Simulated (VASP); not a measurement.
# YPt3F2 (P6/mmm) in VASP: further runs

Runs on YPt3F2. Level: PBE. Tasks: single point.

Program: VASP 6.6.1. These are calculated values, not measurements. Logs are shortened: lines on timing, memory, paths and dates and some standing lists are left out, and cuts for length are marked.

### Step 1. The cell of the first run

The structure is hexagonal, space group P6/mmm (No. 191). Conventional cell: a = 5.782 Å, b = 5.782 Å, c = 3.174 Å, α = 90.00°, β = 90.00°, γ = 120.00°. Y (site symmetry 6/mmm) has 2 Y at 3.17 Å and 12 Pt at 3.30 Å and 6 F at 3.34 Å within 4.2 Å. Within 3.0 Å of Pt (site symmetry mmm) lie 4 F at 2.30 Å and 4 Pt at 2.89 Å. Within 3.0 Å of F (site symmetry -6m2) lie 6 Pt at 2.30 Å.

### Step 2. Single point, PBE

File INCAR:

```
ALGO = Normal
EDIFF = 1E-6
ENCUT = 520
GGA = PE
ISIF = 2
ISMEAR = 0
LASPH = True
LCHARG = False
LREAL = False
LWAVE = False
NBANDS = 36
NELM = 100
PREC = Accurate
SIGMA = 0.1
```

File KPOINTS:

```
k-points
0
Gamma
  3 3 6
```

File POSCAR:

```
YPt3F2
1.0
    5.7815834900      0.0000000000      0.0000000000
   -2.8907917400      5.0069981700      0.0000000000
    0.0000000000      0.0000000000      3.1738097700
Y Pt F
1 3 2
Direct
    0.0000000000      0.0000000000      0.0000000000
    0.5000000000      0.0000000000      0.5000000000
    0.5000000000      0.5000000000      0.5000000000
    0.0000000000      0.5000000000      0.5000000000
    0.3333333300      0.6666666700      0.0000000000
    0.6666666700      0.3333333300      0.0000000000
```

Potentials or basis: VASP PAW PBE potentials, release 64 (Y_sv, Pt, F).

The run is started by

```
> cat potpaw_PBE.64/Y_sv/POTCAR potpaw_PBE.64/Pt/POTCAR potpaw_PBE.64/F/POTCAR > POTCAR
> mpirun -np 1 vasp_std > vasp.out
```

OUTCAR:

```text
EDIFF = 1E-6
   ENCUT = 520
   GGA = PE
   ISIF = 2
   ISMEAR = 0
   LASPH = True
   LREAL = False
   NELM = 100
   PREC = Accurate

 ion  position               nearest neighbor table
   1  0.000  0.000  0.000-   4 3.30   4 3.30   4 3.30   4 3.30   3 3.30   3 3.30   3 3.30   3 3.30
                             2 3.30   2 3.30   2 3.30   2 3.30
   2  0.500  0.000  0.500-   5 2.30   6 2.30   5 2.30   6 2.30   3 2.89   3 2.89   4 2.89   4 2.89
                             1 3.30   1 3.30   1 3.30   1 3.30
   3  0.500  0.500  0.500-   5 2.30   6 2.30   5 2.30   6 2.30   2 2.89   2 2.89   4 2.89   4 2.89
                             1 3.30   1 3.30   1 3.30   1 3.30
   4  0.000  0.500  0.500-   5 2.30   6 2.30   5 2.30   6 2.30   2 2.89   2 2.89   3 2.89   3 2.89
                             1 3.30   1 3.30   1 3.30   1 3.30
   5  0.333  0.667  0.000-   2 2.30   2 2.30   4 2.30   4 2.30   3 2.30   3 2.30
   6  0.667  0.333  0.000-   2 2.30   2 2.30   4 2.30   4 2.30   3 2.30   3 2.30

  LATTYP: Found a hexagonal cell.
 ALAT       =     5.7815834900
 C/A-ratio  =     0.5489516454

  Lattice vectors:

 A1 = (   5.7815834900,   0.0000000000,   0.0000000000)
 A2 = (  -2.8907917400,   5.0069981700,   0.0000000000)
 A3 = (   0.0000000000,   0.0000000000,   3.1738097700)

Analysis of symmetry for initial positions (statically):
=====================================================================
 Subroutine PRICEL returns:
 Original cell was already a primitive cell.

 Routine SETGRP: Setting up the symmetry group for a
 hexagonal supercell.

 Subroutine GETGRP returns: Found 24 space group operations
 (whereof 24 operations were pure point group operations)
 out of a pool of 24 trial point group operations.

The static configuration has the point symmetry D_6h.

Analysis of symmetry for dynamics (positions and initial velocities):
=====================================================================
 Subroutine PRICEL returns:
 Original cell was already a primitive cell.

 Routine SETGRP: Setting up the symmetry group for a
 hexagonal supercell.

 Subroutine GETGRP returns: Found 24 space group operations
 (whereof 24 operations were pure point group operations)
 out of a pool of 24 trial point group operations.

The dynamic configuration has the point symmetry D_6h.

 Subroutine INISYM returns: Found 24 space group operations
 (whereof 24 operations are pure point group operations),
 and found     1 'primitive' translations

----------------------------------------------------------------------------------------

                                     Primitive cell

  volume of cell :      91.8766

  direct lattice vectors                    reciprocal lattice vectors
     5.781583490  0.000000000  0.000000000     0.172962996  0.099860232  0.000000000
    -2.890791740  5.006998170  0.000000000     0.000000000  0.199720464  0.000000000
     0.000000000  0.000000000  3.173809770     0.000000000  0.000000000  0.315078745

  length of vectors
     5.781583490  5.781583482  3.173809770     0.199720464  0.199720464  0.315078745

  position of ions in fractional coordinates (direct lattice)
     0.000000000  0.000000000  0.000000000
     0.500000000  0.000000000  0.500000000
     0.500000000  0.500000000  0.500000000
     0.000000000  0.500000000  0.500000000
     0.333333330  0.666666670  0.000000000
     0.666666670  0.333333330  0.000000000

  ion indices of the primitive-cell ions
   primitive index   ion index
                 1           1
                 2           2
                 3           3
                 4           4
                 5           5
                 6           6

----------------------------------------------------------------------------------------

 KPOINTS: k-points

Automatic generation of k-mesh.
 Grid dimensions read from file:
 generate k-points for:    3    3    6

 Generating k-lattice:

  Cartesian coordinates                     Fractional coordinates (reciprocal lattice)
     0.057654332  0.033286744  0.000000000     0.333333333  0.000000000  0.000000000
     0.000000000  0.066573488  0.000000000     0.000000000  0.333333333  0.000000000
     0.000000000  0.000000000  0.052513124     0.000000000  0.000000000  0.166666667

  Length of vectors
     0.066573488  0.066573488  0.052513124

  Shift w.r.t. Gamma in fractional coordinates (k-lattice)
     0.000000000  0.000000000  0.000000000

 Subroutine IBZKPT returns following result:
 ===========================================

 Found     12 irreducible k-points:

 Following reciprocal coordinates:
            Coordinates               Weight
  0.000000  0.000000  0.000000      1.000000
  0.333333 -0.000000  0.000000      6.000000
  0.333333  0.333333  0.000000      2.000000
  0.000000  0.000000  0.166667      2.000000
  0.333333 -0.000000  0.166667     12.000000
  0.333333  0.333333  0.166667      4.000000
  0.000000  0.000000  0.333333      2.000000
  0.333333 -0.000000  0.333333     12.000000
  0.333333  0.333333  0.333333      4.000000
  0.000000  0.000000  0.500000      1.000000
  0.333333 -0.000000  0.500000      6.000000
  0.333333  0.333333  0.500000      2.000000
   k-points           NKPTS =     12   k-points in BZ     NKDIM =     12   number of bands    NBANDS=     36
   number of dos      NEDOS =    301   number of ions     NIONS =      6
   total plane-waves  NPLWV =  55296
   dimension x,y,z NGX =    48 NGY =   48 NGZ =   24
   dimension x,y,z NGXF=    96 NGYF=   96 NGZF=   48
   ions per type =               1   3   2
   NGX,Y,Z   is equivalent  to a cutoff of  13.80, 13.80, 12.57 a.u.
   NGXF,Y,Z  is equivalent  to a cutoff of  27.60, 27.60, 25.14 a.u.
 SYSTEM =  unknown system
   PREC   = accura    normal or accurate (medium, high low for compatibility)
   ISTART =      0    job   : 0-new  1-cont  2-samecut
   ICHARG =      2    charge: 1-file 2-atom 10-const
   ISPIN  =      1    spin polarized calculation?
   LNONCOLLINEAR =      F non collinear calculations
   LSORBIT =      F    spin-orbit coupling
   LASPH  =      T    aspherical Exc in radial PAW
   ENCUT  =  520.0 eV  38.22 Ry    6.18 a.u.  10.75 10.75  5.90*2*pi/ulx,y,z
   NELM   =    100;   NELMIN=  2; NELMDL= -5     # of ELM steps
   EDIFF  = 0.1E-05   stopping-criterion for ELM
   LREAL  =      F    real-space projection
   EDIFFG = 0.1E-04   stopping-criterion for IOM
   NSW    =      0    number of steps for IOM
   IBRION =     -1    ionic relax: 0-MD 1-quasi-New 2-CG
   NFREE  =      0    steps in history (QN), initial steepest desc. (CG)
   ISIF   =      2    stress and relaxation
   ISYM   =      2    0-nonsym 1-usesym 2-fastsym
   POTIM  = 0.5000    time-step for ionic-motion
   TEBEG  =    0.0;   TEEND  =   0.0 temperature during run
   PSTRESS=    0.0 pullay stress
   NELECT =      55.0000    total number of electrons
   NUPDOWN=      -1.0000    fix difference up-down
   EMIN   =  10.00;   EMAX   =-10.00  energy-range for DOS
   EFERMI =   0.00;   METHOD = LEGACY
   ISMEAR =     0;   SIGMA  =   0.10  broadening in eV -4-tet -1-fermi 0-gaus
   EFERMI_NEDOS =   21; number of points for ismear=-14 and -15
   IALGO  =     38    algorithm
   IMIX   =      4    mixing-type and parameters
     AMIX     =   0.40;   BMIX     =  1.00
     AMIX_MAG =   1.60;   BMIX_MAG =  1.00
  volume/ion in A,a.u.               =      15.31       103.34
  Fermi-wavevector in a.u.,A,eV,Ry     =   1.379730  2.607311 25.900786  1.903654
  Thomas-Fermi vector in A             =   2.504672
   LORBIT       =      0    0 simple, 1 ext, 2 COOP (PROOUT), +10 PAW based schemes
   GGA     = PE    functional components
   LHFCALC =     F    Hartree Fock is set to
   AEXX    =    0.0000 exact exchange contribution
   IVDW    =     0    specifies the selected vdW correction
   LEPSILON=     F    determine dielectric tensor
   LRPA    =     F    only Hartree local field effects (RPA)
 non-spin polarized calculation
 Gauss-broadening in eV      SIGMA  =   0.10
  energy-cutoff  :      520.00
  volume of cell :       91.88
 maximum number of plane-waves:      2496
 NGX is ok and might be reduce to    48
   NGX = 21   NGY = 21   NGZ = 11

 number of electron      54.9999986 magnetization

 Free energy of the ion-electron system (eV)
  ---------------------------------------------------
  ext. energy  EPLUGINS =         0.00000000
  ---------------------------------------------------
  free energy    TOTEN  =       -28.08267890 eV

  energy without entropy =      -28.05155292  energy(sigma->0) =      -28.06711591

 E-fermi :   7.3691     XC(G=0): -11.8632

 val. band max:        7.2759268852   @ k =   0.3333  -0.0000   0.3333
 cond. band min:       7.3804298163   @ k =   0.3333  -0.0000   0.1667
 fundamental gap:      0.1045029311
 Fermi energy:         7.3691214844

 k-point     1 :       0.0000    0.0000    0.0000
  band No.  band energies     occupation
      1     -35.8522      2.00000
      2     -18.0657      2.00000
      3     -17.7948      2.00000
      4     -15.8042      2.00000
      5     -15.8042      2.00000
      6     -15.4053      2.00000
[... 28 lines left out ...]
     35      11.9757      0.00000
     36      11.9757      0.00000

 k-point     2 :       0.3333   -0.0000    0.0000
  band No.  band energies     occupation
      1     -35.8520      2.00000
      2     -18.0135      2.00000
      3     -17.8525      2.00000
      4     -15.8074      2.00000
      5     -15.8034      2.00000
      6     -15.4059      2.00000
[... 28 lines left out ...]
     35      11.8077      0.00000
     36      12.6646      0.00000

 k-point     3 :       0.3333    0.3333    0.0000
  band No.  band energies     occupation
      1     -35.8518      2.00000
      2     -17.9348      2.00000
      3     -17.9348      2.00000
      4     -15.8057      2.00000
      5     -15.8057      2.00000
      6     -15.4062      2.00000
[... 28 lines left out ...]
     35      11.4334      0.00000
     36      12.3715      0.00000

 k-point     4 :       0.0000    0.0000    0.1667
  band No.  band energies     occupation
      1     -35.8301      2.00000
      2     -17.9980      2.00000
      3     -17.8170      2.00000
      4     -15.7794      2.00000
      5     -15.7794      2.00000
      6     -15.6302      2.00000
[... 28 lines left out ...]
     35      12.7081      0.00000
     36      12.7081      0.00000

 k-point     5 :       0.3333   -0.0000    0.1667
  band No.  band energies     occupation
      1     -35.8299      2.00000
      2     -17.9639      2.00000
      3     -17.8551      2.00000
      4     -15.7815      2.00000
      5     -15.7764      2.00000
      6     -15.6296      2.00000
[... 28 lines left out ...]
     35      11.9914      0.00000
     36      12.5362      0.00000

 k-point     6 :       0.3333    0.3333    0.1667
  band No.  band energies     occupation
      1     -35.8298      2.00000
      2     -17.9108      2.00000
      3     -17.9108      2.00000
      4     -15.7786      2.00000
      5     -15.7786      2.00000
      6     -15.6292      2.00000
[... 28 lines left out ...]
     35      11.3130      0.00000
     36      12.6193      0.00000

 k-point     7 :       0.0000    0.0000    0.3333
  band No.  band energies     occupation
      1     -35.7853      2.00000
      2     -17.8611      2.00000
      3     -17.8604      2.00000
      4     -16.0560      2.00000
      5     -15.7291      2.00000
      6     -15.7291      2.00000
[... 28 lines left out ...]
     35      12.6965      0.00000
     36      12.7993      0.00000

 k-point     8 :       0.3333   -0.0000    0.3333
  band No.  band energies     occupation
      1     -35.7853      2.00000
      2     -17.8641      2.00000
      3     -17.8602      2.00000
      4     -16.0531      2.00000
      5     -15.7292      2.00000
      6     -15.7217      2.00000
[... 28 lines left out ...]
     35      12.1825      0.00000
     36      12.3375      0.00000

 k-point     9 :       0.3333    0.3333    0.3333
  band No.  band energies     occupation
      1     -35.7853      2.00000
      2     -17.8630      2.00000
      3     -17.8630      2.00000
      4     -16.0516      2.00000
      5     -15.7236      2.00000
      6     -15.7236      2.00000
[... 28 lines left out ...]
     35      11.6262      0.00000
     36      13.2096      0.00000

 k-point    10 :       0.0000    0.0000    0.5000
  band No.  band energies     occupation
      1     -35.7628      2.00000
      2     -17.8828      2.00000
      3     -17.7893      2.00000
      4     -16.2583      2.00000
      5     -15.7037      2.00000
      6     -15.7037      2.00000
[... 28 lines left out ...]
     35      12.3736      0.00000
     36      14.4380      0.00000

 k-point    11 :       0.3333   -0.0000    0.5000
  band No.  band energies     occupation
      1     -35.7628      2.00000
      2     -17.8636      2.00000
      3     -17.8132      2.00000
      4     -16.2543      2.00000
      5     -15.7028      2.00000
      6     -15.6939      2.00000
[... 28 lines left out ...]
     35      12.6440      0.00000
     36      12.9013      0.00000

 k-point    12 :       0.3333    0.3333    0.5000
  band No.  band energies     occupation
      1     -35.7629      2.00000
      2     -17.8390      2.00000
      3     -17.8390      2.00000
      4     -16.2523      2.00000
      5     -15.6958      2.00000
      6     -15.6958      2.00000
[... 28 lines left out ...]
     35      11.7233      0.00000
     36      12.7255      0.00000

------------------------ aborting loop because EDIFF is reached ----------------------------------------

  FORCE on cell =-STRESS in cart. coord.  units (eV):
  Direction    XX          YY          ZZ          XY          YZ          ZX
  --------------------------------------------------------------------------------------
  -------------------------------------------------------------------------------------
  Total        3.1272101      3.1272101     18.6100770      0.0000000      0.0000000      0.0000000
  in kB       54.5333920     54.5333918    324.5290851      0.0000001      0.0000000      0.0000000
  external PRESSURE =     144.5319563 kB  Pullay stress =       0.0000000 kB

 VOLUME and BASIS-vectors are now :
 -----------------------------------------------------------------------------
  energy-cutoff  :      520.00
  volume of cell :       91.88
      direct lattice vectors                 reciprocal lattice vectors
     5.781583490  0.000000000  0.000000000     0.172962996  0.099860232  0.000000000
    -2.890791740  5.006998170  0.000000000     0.000000000  0.199720464  0.000000000
     0.000000000  0.000000000  3.173809770     0.000000000  0.000000000  0.315078745

 POSITION                                       TOTAL-FORCE (eV/Angst)
 -----------------------------------------------------------------------------------
      0.00000      0.00000      0.00000        -0.000000      0.000000      0.000000
      2.89079      0.00000      1.58690        -0.000000      0.000000      0.000000
      1.44540      2.50350      1.58690        -0.000000      0.000000      0.000000
     -1.44540      2.50350      1.58690        -0.000000      0.000000      0.000000
     -0.00000      3.33800      0.00000         0.000000      0.000000      0.000000
      2.89079      1.66900      0.00000        -0.000000      0.000000      0.000000
 -----------------------------------------------------------------------------------
    total drift:                               -0.000000      0.000000     -0.000000

  FREE ENERGIE OF THE ION-ELECTRON SYSTEM (eV)
  ---------------------------------------------------
  free  energy   TOTEN  =       -28.0826789036 eV

  energy  without entropy=      -28.0515529164  energy(sigma->0) =      -28.06711591
```

Wall time 29 s (1 thread of Intel Xeon 6975P-C (Granite Rapids), shared host); peak memory 0.24 GiB.

Results:

* Free energy: -28.0827 eV
* Pressure: 14.5 GPa

Stress tensor (GPa, compression positive):
```
 5.45  0.00  0.00
 0.00  5.45  0.00
 0.00  0.00 32.45
```

Caveat: the k points lie up to 0.42 Å⁻¹ apart; spin-orbit coupling is left out, which moves the levels of the heavy elements; an odd number of electrons without spin polarisation forces a metal; a magnetic or distorted state may lie lower.

(Part 1 of 2 ends here.)
